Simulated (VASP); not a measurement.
# BN (Cm) in VASP: a series of runs

Runs on BN. Level: r2SCAN. Tasks: single point.

Program: VASP 6.6.1. These are calculated values, not measurements. Logs are shortened: lines on timing, memory, paths and dates and some standing lists are left out, and cuts for length are marked.

**1. The cell of the first run**

It takes space group Cm (No. 8, monoclinic). The conventional cell has a = 4.441 Å, b = 2.564 Å, c = 2.564 Å, α = 90.00°, β = 125.26°, γ = 90.00°. Within 2.0 Å of B (site symmetry m) lie 4 N at 1.53 to 1.61 Å. Within 2.0 Å of N (site symmetry m) lie 4 B at 1.53 to 1.61 Å.

**2. Single point, r2SCAN (all B atoms moved -0.050 Å, as atom 1 along Cartesian [1 -1 0])**

POSCAR reads:

```
BN
1.0
    0.0000000000      1.8130010000      1.8130010000
    1.8130010000      0.0000000000      1.8130010000
    1.8130010000      1.8130010000      0.0000000000
B N
1 1
Direct
    0.0195010036     -0.0195010036      0.0000000000
    0.7500000000      0.7500000000      0.7500000000
```

INCAR.step1 reads:

```
SYSTEM = BN
ALGO = Normal
EDIFF = 1E-4
ENCUT = 520
GGA = PE
ISMEAR = 0
LASPH = .True.
LCHARG = .False.
LREAL = .False.
LWAVE = .True.
NBANDS = 11
NELM = 100
PREC = Accurate
SIGMA = 0.05
```

INCAR.step2 reads:

```
SYSTEM = BN
ALGO = Normal
EDIFF = 1E-7
ENCUT = 520
ISIF = 2
ISMEAR = 0
ISTART = 1
LASPH = .True.
LCHARG = .False.
LMIXTAU = .True.
LREAL = .False.
LWAVE = .False.
METAGGA = R2SCAN
NBANDS = 11
NELM = 100
PREC = Accurate
SIGMA = 0.05
```

KPOINTS reads:

```
k-points
0
Gamma
  12 12 12
  0 0 0
```

Potentials or basis: VASP PAW PBE potentials, release 64 (B, N).

Command:

```console
cat potpaw_PBE.64/B/POTCAR potpaw_PBE.64/N/POTCAR > POTCAR
cp INCAR.step1 INCAR
mpirun -np 1 vasp_std > vasp.out
cp INCAR.step2 INCAR
mpirun -np 1 vasp_std > vasp.out
```

OUTCAR:

```text
SYSTEM = BN
   EDIFF = 1E-7
   ENCUT = 520
   ISIF = 2
   ISMEAR = 0
   ISTART = 1
   LASPH = .True.
   LREAL = .False.
   METAGGA = R2SCAN
   NELM = 100
   PREC = Accurate

 ion  position               nearest neighbor table
   1  0.020  0.980  0.000-   2 1.53   2 1.57   2 1.57   2 1.61
   2  0.750  0.750  0.750-   1 1.53   1 1.57   1 1.57   1 1.61

  LATTYP: Found a face centered cubic cell.
 ALAT       =     3.6260020000

  Lattice vectors:

 A1 = (   0.0000000000,   1.8130010000,   1.8130010000)
 A2 = (   1.8130010000,   0.0000000000,   1.8130010000)
 A3 = (   1.8130010000,   1.8130010000,   0.0000000000)

Analysis of symmetry for initial positions (statically):
=====================================================================
 Subroutine PRICEL returns:
 Original cell was already a primitive cell.

 Routine SETGRP: Setting up the symmetry group for a
 face centered cubic supercell.

 Subroutine GETGRP returns: Found  2 space group operations
 (whereof  2 operations were pure point group operations)
 out of a pool of 48 trial point group operations.

The static configuration has the point symmetry C_1h.

Analysis of symmetry for dynamics (positions and initial velocities):
=====================================================================
 Subroutine PRICEL returns:
 Original cell was already a primitive cell.

 Routine SETGRP: Setting up the symmetry group for a
 face centered cubic supercell.

 Subroutine GETGRP returns: Found  2 space group operations
 (whereof  2 operations were pure point group operations)
 out of a pool of 48 trial point group operations.

The dynamic configuration has the point symmetry C_1h.

 Subroutine INISYM returns: Found  2 space group operations
 (whereof  2 operations are pure point group operations),
 and found     1 'primitive' translations

----------------------------------------------------------------------------------------

                                     Primitive cell

  volume of cell :      11.9186

  direct lattice vectors                    reciprocal lattice vectors
     0.000000000  1.813001000  1.813001000    -0.275785838  0.275785838  0.275785838
     1.813001000  0.000000000  1.813001000     0.275785838 -0.275785838  0.275785838
     1.813001000  1.813001000  0.000000000     0.275785838  0.275785838 -0.275785838

  length of vectors
     2.563970603  2.563970603  2.563970603     0.477675083  0.477675083  0.477675083

  position of ions in fractional coordinates (direct lattice)
     0.019501004  0.980498996  0.000000000
     0.750000000  0.750000000  0.750000000

  ion indices of the primitive-cell ions
   primitive index   ion index
                 1           1
                 2           2

----------------------------------------------------------------------------------------

 KPOINTS: k-points

Automatic generation of k-mesh.
 Grid dimensions read from file:
 generate k-points for:   12   12   12

 Generating k-lattice:

  Cartesian coordinates                     Fractional coordinates (reciprocal lattice)
    -0.022982153  0.022982153  0.022982153     0.083333333  0.000000000  0.000000000
     0.022982153 -0.022982153  0.022982153     0.000000000  0.083333333  0.000000000
     0.022982153  0.022982153 -0.022982153     0.000000000  0.000000000  0.083333333

  Length of vectors
     0.039806257  0.039806257  0.039806257

  Shift w.r.t. Gamma in fractional coordinates (k-lattice)
     0.000000000  0.000000000  0.000000000

 Subroutine IBZKPT returns following result:
 ===========================================

 Found    476 irreducible k-points:

 Following reciprocal coordinates:
            Coordinates               Weight
  0.000000  0.000000  0.000000      1.000000
  0.083333  0.000000  0.000000      2.000000
  0.000000  0.083333  0.000000      2.000000
  0.000000  0.000000  0.083333      4.000000
  0.166667  0.000000  0.000000      2.000000
  0.000000  0.166667  0.000000      2.000000
[... 16 lines left out ...]
  0.000000  0.166667  0.083333      4.000000
  0.083333  0.000000  0.166667      4.000000
 [... further k-points ...]
   k-points           NKPTS =    476   k-points in BZ     NKDIM =    476   number of bands    NBANDS=     11
   number of dos      NEDOS =    301   number of ions     NIONS =      2
   total plane-waves  NPLWV =   8000
   dimension x,y,z NGX =    20 NGY =   20 NGZ =   20
   dimension x,y,z NGXF=    40 NGYF=   40 NGZF=   40
   ions per type =               1   1
   NGX,Y,Z   is equivalent  to a cutoff of  12.97, 12.97, 12.97 a.u.
   NGXF,Y,Z  is equivalent  to a cutoff of  25.94, 25.94, 25.94 a.u.
 SYSTEM =  BN
   PREC   = accura    normal or accurate (medium, high low for compatibility)
   ISTART =      1    job   : 0-new  1-cont  2-samecut
   ICHARG =      0    charge: 1-file 2-atom 10-const
   ISPIN  =      1    spin polarized calculation?
   LNONCOLLINEAR =      F non collinear calculations
   LSORBIT =      F    spin-orbit coupling
   LASPH  =      T    aspherical Exc in radial PAW
   ENCUT  =  520.0 eV  38.22 Ry    6.18 a.u.   4.77  4.77  4.77*2*pi/ulx,y,z
   NELM   =    100;   NELMIN=  2; NELMDL=  0     # of ELM steps
   EDIFF  = 0.1E-06   stopping-criterion for ELM
   LREAL  =      F    real-space projection
   EDIFFG = 0.1E-05   stopping-criterion for IOM
   NSW    =      0    number of steps for IOM
   IBRION =     -1    ionic relax: 0-MD 1-quasi-New 2-CG
   NFREE  =      0    steps in history (QN), initial steepest desc. (CG)
   ISIF   =      2    stress and relaxation
   ISYM   =      2    0-nonsym 1-usesym 2-fastsym
   POTIM  = 0.5000    time-step for ionic-motion
   TEBEG  =    0.0;   TEEND  =   0.0 temperature during run
   PSTRESS=    0.0 pullay stress
   NELECT =       8.0000    total number of electrons
   NUPDOWN=      -1.0000    fix difference up-down
   EMIN   =  10.00;   EMAX   =-10.00  energy-range for DOS
   EFERMI =   0.00;   METHOD = LEGACY
   ISMEAR =     0;   SIGMA  =   0.05  broadening in eV -4-tet -1-fermi 0-gaus
   EFERMI_NEDOS =   21; number of points for ismear=-14 and -15
   IALGO  =     38    algorithm
   IMIX   =      4    mixing-type and parameters
     AMIX     =   0.40;   BMIX     =  1.00
     AMIX_MAG =   1.60;   BMIX_MAG =  1.00
  volume/ion in A,a.u.               =       5.96        40.22
  Fermi-wavevector in a.u.,A,eV,Ry     =   1.433387  2.708709 27.954506  2.054598
  Thomas-Fermi vector in A             =   2.552911
   LORBIT       =      0    0 simple, 1 ext, 2 COOP (PROOUT), +10 PAW based schemes
   METAGGA = R2SCAN    functional components
   LHFCALC =     F    Hartree Fock is set to
   AEXX    =    0.0000 exact exchange contribution
   IVDW    =     0    specifies the selected vdW correction
   LEPSILON=     F    determine dielectric tensor
   LRPA    =     F    only Hartree local field effects (RPA)
 non-spin polarized calculation
 Gauss-broadening in eV      SIGMA  =   0.05
  energy-cutoff  :      520.00
  volume of cell :       11.92
 maximum number of plane-waves:       332
   NGX =  9   NGY =  9   NGZ =  9

 number of electron       7.9999999 magnetization

 Free energy of the ion-electron system (eV)
  ---------------------------------------------------
  ext. energy  EPLUGINS =         0.00000000
  ---------------------------------------------------
  free energy    TOTEN  =       -19.14083926 eV

  energy without entropy =      -19.14083926  energy(sigma->0) =      -19.14083926

 E-fermi :   7.7712     XC(G=0): -13.5976

 val. band max:        7.5650070422   @ k =   0.0000   0.0000   0.0000
 cond. band min:      12.0643109111   @ k =   0.5000   0.5000   0.0000
 fundamental gap:      4.4993038689
 Fermi energy:         7.7712075562

 k-point     1 :       0.0000    0.0000    0.0000
  band No.  band energies     occupation
      1     -14.0571      2.00000
      2       6.6485      2.00000
      3       7.1429      2.00000
      4       7.5650      2.00000
      5      16.3037      0.00000
      6      16.5891      0.00000
      7      16.9872      0.00000
      8      18.0548      0.00000
      9      33.0589      0.00000
     10      35.7596      0.00000
     11      35.7654      0.00000

 k-point     2 :       0.0833    0.0000    0.0000
  band No.  band energies     occupation
      1     -13.8842      2.00000
      2       5.7824      2.00000
      3       6.9415      2.00000
      4       7.3534      2.00000
      5      16.5705      0.00000
      6      16.9227      0.00000
      7      17.0425      0.00000
      8      18.7798      0.00000
      9      32.8663      0.00000
     10      33.5130      0.00000
     11      33.5804      0.00000

 k-point     3 :       0.0000    0.0833    0.0000
  band No.  band energies     occupation
      1     -13.8827      2.00000
      2       6.3681      2.00000
      3       6.6666      2.00000
      4       6.9740      2.00000
      5      16.6346      0.00000
      6      16.8273      0.00000
      7      17.2788      0.00000
      8      18.5583      0.00000
      9      32.8735      0.00000
     10      33.7518      0.00000
     11      33.8229      0.00000

 k-point     4 :       0.0000    0.0000    0.0833
  band No.  band energies     occupation
      1     -13.8835      2.00000
      2       6.0762      2.00000
      3       6.6372      2.00000
      4       7.3337      2.00000
      5      16.5015      0.00000
      6      16.8366      0.00000
      7      17.3147      0.00000
      8      18.6518      0.00000
      9      32.8484      0.00000
     10      33.6133      0.00000
     11      33.7455      0.00000

 k-point     5 :       0.1667    0.0000    0.0000
  band No.  band energies     occupation
      1     -13.3729      2.00000
      2       3.7170      2.00000
      3       6.4536      2.00000
      4       6.8635      2.00000
      5      17.0139      0.00000
      6      17.4323      0.00000
      7      17.7168      0.00000
      8      20.2803      0.00000
      9      31.8570      0.00000
     10      31.8667      0.00000
     11      32.3762      0.00000
[... 211 lines left out ...]
 k-point    21 :       0.0000    0.0833    0.0833
  band No.  band energies     occupation
      1     -13.8257      2.00000
      2       6.1026      2.00000
      3       6.5506      2.00000
      4       6.9597      2.00000
      5      16.2056      0.00000
      6      17.2004      0.00000
      7      17.6349      0.00000
      8      18.7199      0.00000
      9      30.9970      0.00000
     10      33.8419      0.00000
     11      36.0841      0.00000

 k-point    22 :       0.1667    0.0833    0.0000
  band No.  band energies     occupation
      1     -13.4279      2.00000
      2       4.3891      2.00000
      3       5.9780      2.00000
      4       6.8605      2.00000
      5      16.2478      0.00000
      6      17.7157      0.00000
      7      18.3073      0.00000
      8      19.9803      0.00000
      9      29.2090      0.00000
     10      33.8316      0.00000
     11      34.4154      0.00000

 k-point    23 :       0.0000    0.1667    0.0833
  band No.  band energies     occupation
      1     -13.4240      2.00000
      2       4.9544      2.00000
      3       5.7277      2.00000
      4       6.4393      2.00000
      5      16.2855      0.00000
      6      17.8742      0.00000
      7      18.3844      0.00000
      8      19.6039      0.00000
      9      29.3247      0.00000
     10      33.9627      0.00000
     11      34.8660      0.00000

 k-point    24 :       0.0833    0.0000    0.1667
  band No.  band energies     occupation
      1     -13.4247      2.00000
      2       4.7513      2.00000
      3       5.9934      2.00000
      4       6.3937      2.00000
      5      16.2233      0.00000
      6      17.9598      0.00000
      7      18.3785      0.00000
      8      19.6136      0.00000
      9      29.2835      0.00000
     10      33.9747      0.00000
     11      34.7175      0.00000

 [... further k-points ...]

------------------------ aborting loop because EDIFF is reached ----------------------------------------

  FORCE on cell =-STRESS in cart. coord.  units (eV):
  Direction    XX          YY          ZZ          XY          YZ          ZX
  --------------------------------------------------------------------------------------
  -------------------------------------------------------------------------------------
  Total       -0.2550928     -0.2550928     -0.2445806     -0.0574293      0.0152388     -0.0152387
  in kB      -34.2913501    -34.2913501    -32.8782337     -7.7200523      2.0485027     -2.0484979
  external PRESSURE =     -33.8203113 kB  Pullay stress =       0.0000000 kB

 VOLUME and BASIS-vectors are now :
 -----------------------------------------------------------------------------
  energy-cutoff  :      520.00
  volume of cell :       11.92
      direct lattice vectors                 reciprocal lattice vectors
     0.000000000  1.813001000  1.813001000    -0.275785838  0.275785838  0.275785838
     1.813001000  0.000000000  1.813001000     0.275785838 -0.275785838  0.275785838
     1.813001000  1.813001000  0.000000000     0.275785838  0.275785838 -0.275785838

 POSITION                                       TOTAL-FORCE (eV/Angst)
 -----------------------------------------------------------------------------------
      1.77765      0.03536      1.81300         0.836927     -0.836927     -0.117086
      2.71950      2.71950      2.71950        -0.836927      0.836927      0.117086
 -----------------------------------------------------------------------------------
    total drift:                                0.000011     -0.000010     -0.000362

  FREE ENERGIE OF THE ION-ELECTRON SYSTEM (eV)
  ---------------------------------------------------
  free  energy   TOTEN  =       -19.1408392611 eV

  energy  without entropy=      -19.1408392611  energy(sigma->0) =      -19.14083926
```

Run time: 95 s. Hardware: 1 thread of Intel Xeon 6975P-C (Granite Rapids), shared host; peak memory 0.17 GiB.

Results:

* Free energy: -19.1408 eV
* Pressure: -3.4 GPa
* Largest force: 1.189 eV/Å
* Band gap on the k mesh: 4.50 eV, indirect (least direct gap 8.74 eV)

Forces on the atoms (eV/Å):
```
B    0.837 -0.837 -0.117
N   -0.837  0.837  0.117
```

Stress tensor (GPa, compression positive):
```
-3.43 -0.77 -0.20
-0.77 -3.43  0.20
-0.20  0.20 -3.29
```

Levels at points of the mesh, in eV from the valence-band top:
```csv
k point,band 1,band 2,band 3,band 4,band 5,band 6,band 7,band 8,band 9
"(0.00, 0.00, 0.00)",-21.62,-0.92,-0.42,0.00,8.74,9.02,9.42,10.49,25.49
"(0.50, 0.00, 0.00)",-17.39,-11.56,-2.57,-2.13,10.15,10.83,11.55,16.09,23.87
"(0.00, 0.50, 0.00)",-17.37,-11.31,-2.76,-2.28,10.17,10.42,11.30,15.61,24.61
"(0.00, 0.00, 0.50)",-17.37,-11.43,-2.82,-2.03,9.95,10.50,11.77,15.86,24.27
"(0.50, 0.50, 0.00)",-15.98,-9.71,-5.48,-5.45,4.50,9.26,18.68,18.82,21.58
"(0.00, 0.50, 0.50)",-15.97,-9.70,-5.65,-5.32,4.52,9.29,18.44,19.02,21.54
```

Caveat: the cell differs from its parent crystal (all B atoms moved -0.050 Å, as atom 1 along Cartesian [1 -1 0]); the PAW data sets were made with another functional, which shifts forces and pressure a little. A k mesh can miss the band edges.

(Continued in part 2 of 2.)
